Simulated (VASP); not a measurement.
# RbBr (Pm-3m) in VASP: settings compared, part 2 of 2

VASP 6.6.1. The steps go on from the part before.

## (4) Single point, r2SCAN

Input file POSCAR:

```
RbBr
1.0
    4.1242529966      0.0000000000      0.0000000000
    0.0000000000      4.1242529966      0.0000000000
    0.0000000000      0.0000000000      4.1242529966
Rb Br
1 1
Direct
    0.0000000000      0.0000000000      0.0000000000
    0.5000000000      0.5000000000      0.5000000000
```

Input file INCAR.step1:

```
  PREC = Accurate
  ENCUT = 520
  ISMEAR = 0
  SIGMA = 0.01
  LREAL = False
  LASPH = True
  NELM = 100
  NBANDS = 15
  GGA = PE
  ALGO = Normal
  EDIFF = 1E-4
  LWAVE = True
  LCHARG = False
```

Input file INCAR.step2:

```
  PREC = Accurate
  ENCUT = 520
  EDIFF = 1E-6
  ISMEAR = 0
  SIGMA = 0.01
  LREAL = False
  LASPH = True
  NELM = 100
  ALGO = Normal
  ISIF = 2
  LWAVE = False
  LCHARG = True
  METAGGA = R2SCAN
  LMIXTAU = True
  LELF = True
  LVHAR = True
  NBANDS = 15
  ISTART = 1
```

Input file KPOINTS:

```
regular mesh
0
Gamma
  4 4 4
```

Potentials or basis: VASP PAW PBE potentials, release 64 (Rb_sv, Br).

On the command line:

```console
$ cat potpaw_PBE.64/Rb_sv/POTCAR potpaw_PBE.64/Br/POTCAR > POTCAR
$ cp INCAR.step1 INCAR
$ mpirun -np 1 vasp_std > vasp.out
$ cp INCAR.step2 INCAR
$ mpirun -np 1 vasp_std > vasp.out
```

OUTCAR:

```text
PREC = Accurate
   ENCUT = 520
   EDIFF = 1E-6
   ISMEAR = 0
   LREAL = False
   LASPH = True
   NELM = 100
   ISIF = 2
   METAGGA = R2SCAN
   ISTART = 1

 ion  position               nearest neighbor table
   1  0.000  0.000  0.000-   2 3.57   2 3.57   2 3.57   2 3.57   2 3.57   2 3.57   2 3.57   2 3.57

   2  0.500  0.500  0.500-   1 3.57   1 3.57   1 3.57   1 3.57   1 3.57   1 3.57   1 3.57   1 3.57

  LATTYP: Found a simple cubic cell.
 ALAT       =     4.1242529966

  Lattice vectors:

 A1 = (   4.1242529966,   0.0000000000,   0.0000000000)
 A2 = (   0.0000000000,   4.1242529966,   0.0000000000)
 A3 = (   0.0000000000,   0.0000000000,   4.1242529966)

Analysis of symmetry for initial positions (statically):
=====================================================================
 Subroutine PRICEL returns:
 Original cell was already a primitive cell.

 Routine SETGRP: Setting up the symmetry group for a
 simple cubic supercell.

 Subroutine GETGRP returns: Found 48 space group operations
 (whereof 48 operations were pure point group operations)
 out of a pool of 48 trial point group operations.

The static configuration has the point symmetry O_h .

Analysis of symmetry for dynamics (positions and initial velocities):
=====================================================================
 Subroutine PRICEL returns:
 Original cell was already a primitive cell.

 Routine SETGRP: Setting up the symmetry group for a
 simple cubic supercell.

 Subroutine GETGRP returns: Found 48 space group operations
 (whereof 48 operations were pure point group operations)
 out of a pool of 48 trial point group operations.

The dynamic configuration has the point symmetry O_h .

 Subroutine INISYM returns: Found 48 space group operations
 (whereof 48 operations are pure point group operations),
 and found     1 'primitive' translations

----------------------------------------------------------------------------------------
[... 107 lines left out ...]
   LEPSILON=     F    determine dielectric tensor
   LRPA    =     F    only Hartree local field effects (RPA)
 non-spin polarized calculation
 Gauss-broadening in eV      SIGMA  =   0.01
  energy-cutoff  :      520.00
  volume of cell :       70.15
 maximum number of plane-waves:      1924
 NGX is ok and might be reduce to    32
   NGX = 15   NGY = 15   NGZ = 15

 number of electron      16.0000002 magnetization

 Free energy of the ion-electron system (eV)
  ---------------------------------------------------
  ext. energy  EPLUGINS =         0.00000000
  ---------------------------------------------------
  free energy    TOTEN  =       -31.10823698 eV

  energy without entropy =      -31.10823698  energy(sigma->0) =      -31.10823698

 E-fermi :  -0.9007     XC(G=0):  -8.3316

 val. band max:       -1.0420334690   @ k =   0.5000   0.5000   0.0000
 cond. band min:       3.7932052123   @ k =   0.0000   0.0000   0.0000
 fundamental gap:      4.8352386813
 Fermi energy:        -0.9006904110

 k-point     1 :       0.0000    0.0000    0.0000
  band No.  band energies     occupation
      1     -26.9310      2.00000
      2     -14.1003      2.00000
      3     -10.3681      2.00000
      4     -10.3681      2.00000
      5     -10.3681      2.00000
      6      -1.1962      2.00000
      7      -1.1962      2.00000
      8      -1.1962      2.00000
      9       3.7932      0.00000
     10       5.0711      0.00000
     11       5.0711      0.00000
     12       9.6817      0.00000
     13       9.6817      0.00000
     14       9.6817      0.00000
[... 149 lines left out ...]
      2     -13.7885      2.00000
      3     -10.5909      2.00000
      4     -10.5909      2.00000
      5     -10.5909      2.00000
      6      -2.3864      2.00000
      7      -2.3864      2.00000
      8      -2.3864      2.00000
      9       7.8375      0.00000
     10       7.8375      0.00000
     11       7.8375      0.00000
     12       9.1192      0.00000
     13       9.1192      0.00000
     14       9.1192      0.00000
     15      11.8710      0.00000

------------------------ aborting loop because EDIFF is reached ----------------------------------------

  FORCE on cell =-STRESS in cart. coord.  units (eV):
  Direction    XX          YY          ZZ          XY          YZ          ZX
  --------------------------------------------------------------------------------------
  -------------------------------------------------------------------------------------
  Total        0.0387051      0.0387051      0.0387051     -0.0000000     -0.0000000     -0.0000000
  in kB        0.8839815      0.8839815      0.8839815     -0.0000000     -0.0000000     -0.0000000
  external PRESSURE =       0.8839815 kB  Pullay stress =       0.0000000 kB

 VOLUME and BASIS-vectors are now :
 -----------------------------------------------------------------------------
  energy-cutoff  :      520.00
  volume of cell :       70.15
      direct lattice vectors                 reciprocal lattice vectors
     4.124252997  0.000000000  0.000000000     0.242468151  0.000000000  0.000000000
     0.000000000  4.124252997  0.000000000     0.000000000  0.242468151  0.000000000
     0.000000000  0.000000000  4.124252997     0.000000000  0.000000000  0.242468151

 POSITION                                       TOTAL-FORCE (eV/Angst)
 -----------------------------------------------------------------------------------
      0.00000      0.00000      0.00000         0.000000      0.000000      0.000000
      2.06213      2.06213      2.06213         0.000000      0.000000      0.000000
 -----------------------------------------------------------------------------------
    total drift:                                0.000000      0.000000     -0.000000

  FREE ENERGIE OF THE ION-ELECTRON SYSTEM (eV)
  ---------------------------------------------------
  free  energy   TOTEN  =       -31.1082369757 eV

  energy  without entropy=      -31.1082369757  energy(sigma->0) =      -31.10823698
```

OUTCAR.step1:

```text
PREC = Accurate
   ENCUT = 520
   ISMEAR = 0
   LREAL = False
   LASPH = True
[... 386 lines left out ...]
      0.00000      0.00000      0.00000         0.000000      0.000000      0.000000
      2.06213      2.06213      2.06213         0.000000      0.000000      0.000000
 -----------------------------------------------------------------------------------
    total drift:                                0.000000      0.000000     -0.000000

  FREE ENERGIE OF THE ION-ELECTRON SYSTEM (eV)
  ---------------------------------------------------
  free  energy   TOTEN  =        -5.9926673201 eV

  energy  without entropy=       -5.9926673201  energy(sigma->0) =       -5.99266732
```

OSZICAR.step1:

```text
N       E                     dE             d eps       ncg     rms          rms(c)
DAV:   1     0.797328148110E+02    0.79733E+02   -0.67279E+03   300   0.927E+02
DAV:   2    -0.148033250486E+01   -0.81213E+02   -0.75268E+02   453   0.167E+02
DAV:   3    -0.610415097613E+01   -0.46238E+01   -0.46101E+01   370   0.412E+01
DAV:   4    -0.622733567657E+01   -0.12318E+00   -0.12317E+00   448   0.591E+00
DAV:   5    -0.622795822341E+01   -0.62255E-03   -0.62254E-03   391   0.494E-01    0.261E+00
DAV:   6    -0.602333335008E+01    0.20462E+00   -0.18165E-01   356   0.230E+00    0.176E+00
DAV:   7    -0.598954991958E+01    0.33783E-01   -0.10406E-01   384   0.182E+00    0.904E-01
DAV:   8    -0.599265108608E+01   -0.31012E-02   -0.13904E-02   352   0.698E-01    0.137E-01
DAV:   9    -0.599253416673E+01    0.11692E-03   -0.51211E-04   412   0.125E-01    0.634E-02
DAV:  10    -0.599266688471E+01   -0.13272E-03   -0.24305E-04   313   0.102E-01    0.138E-02
DAV:  11    -0.599266732011E+01   -0.43541E-06   -0.86640E-06   241   0.202E-02
   1 F= -.59926673E+01 E0= -.59926673E+01  d E =-.422575E-14
```

It took 40 s on 1 thread of Intel Xeon 8259CL, shared host; peak memory 0.19 GiB.

Results:

| Quantity | Value |
| --- | --- |
| Free energy | -31.1082 eV |
| Pressure | 0.1 GPa |
| Band gap on the k mesh | 4.84 eV (least direct gap 4.99 eV) |

Levels at points of the mesh, in eV from the valence-band top:
| k point | band 6 | band 7 | band 8 | band 9 | band 10 | band 11 |
| --- | --- | --- | --- | --- | --- | --- |
| (0.00, 0.00, 0.00) | -0.15 | -0.15 | -0.15 | 4.84 | 6.11 | 6.11 |
| (0.50, 0.00, 0.00) | -1.71 | -0.22 | -0.22 | 7.45 | 7.81 | 8.37 |
| (0.50, 0.50, 0.00) | -1.07 | -1.07 | 0.00 | 5.93 | 6.91 | 8.67 |
| (0.50, 0.50, 0.50) | -1.34 | -1.34 | -1.34 | 8.88 | 8.88 | 8.88 |

Caveat: the PAW data sets were made with another functional, which shifts forces and pressure a little.

## (5) Single point, r2SCAN

POSCAR is that of step 4.

Input file INCAR.step1:

```
SYSTEM = RbBr
PREC = Accurate
ENCUT = 520
ISMEAR = 0
SIGMA = 0.01
LREAL = .FALSE.
LASPH = .TRUE.
NELM = 80
NBANDS = 15
GGA = PE
ALGO = Normal
EDIFF = 1E-4
LWAVE = .TRUE.
LCHARG = .FALSE.
```

Input file INCAR.step2:

```
SYSTEM = RbBr
PREC = Accurate
ENCUT = 520
EDIFF = 1E-6
ISMEAR = 0
SIGMA = 0.01
LREAL = .FALSE.
LASPH = .TRUE.
NELM = 80
ALGO = Normal
ISIF = 2
LWAVE = .FALSE.
LCHARG = .FALSE.
METAGGA = R2SCAN
LMIXTAU = .TRUE.
NBANDS = 15
ISTART = 1
```

Input file KPOINTS:

```
regular mesh
0
G
  4 4 4
  0 0 0
```

On the command line:

```console
$ cat potpaw_PBE.64/Rb_sv/POTCAR potpaw_PBE.64/Br/POTCAR > POTCAR
$ cp INCAR.step1 INCAR
$ mpirun -np 1 vasp_std > vasp.out
$ cp INCAR.step2 INCAR
$ mpirun -np 1 vasp_std > vasp.out
```

It took 51 s on 1 thread of Intel Xeon 8259CL, shared host; peak memory 0.19 GiB.

The run converged. Its results:

```yaml
Free_energy: -31.1082 eV
Pressure: 0.1 GPa
Band_gap_on_the_k_mesh: 4.84 eV (least direct gap 4.99 eV)
```

Levels at points of the mesh, in eV from the valence-band top:
```csv
k point,band 5,band 6,band 7,band 8,band 9,band 10,band 11,band 12
"(0.00, 0.00, 0.00)",-9.33,-0.15,-0.15,-0.15,4.84,6.11,6.11,10.72
"(0.50, 0.00, 0.00)",-9.28,-1.71,-0.22,-0.22,7.45,7.81,8.37,9.36
"(0.50, 0.50, 0.00)",-9.25,-1.07,-1.07,0.00,5.93,6.91,8.67,8.67
"(0.50, 0.50, 0.50)",-9.55,-1.34,-1.34,-1.34,8.88,8.88,8.88,10.16
```

Caveat: the PAW data sets were made with another functional, which shifts forces and pressure a little. A k mesh can miss the band edges.

## (6) Summary

```tsv
level	potentials or basis	gap on the mesh (eV)	pressure (GPa)
LDA	VASP PAW LDA potentials, release 64 (Rb_sv, Br)	3.69	-1.9
PBE	VASP PAW PBE potentials, release 64 (Rb_sv, Br)	4.08	0.9
r2SCAN	VASP PAW PBE potentials, release 64 (Rb_sv, Br)	4.84	0.1
```

Alike in all rows: task single point; no spin polarisation; cell as given; k mesh 4 × 4 × 4; cutoff (eV) 520; smearing gaussian 0.01 eV.

Caveats: the PAW data sets were made with another functional, which shifts forces and pressure a little (at least some runs).

Absolute energies hang on the potentials; compare differences alone.
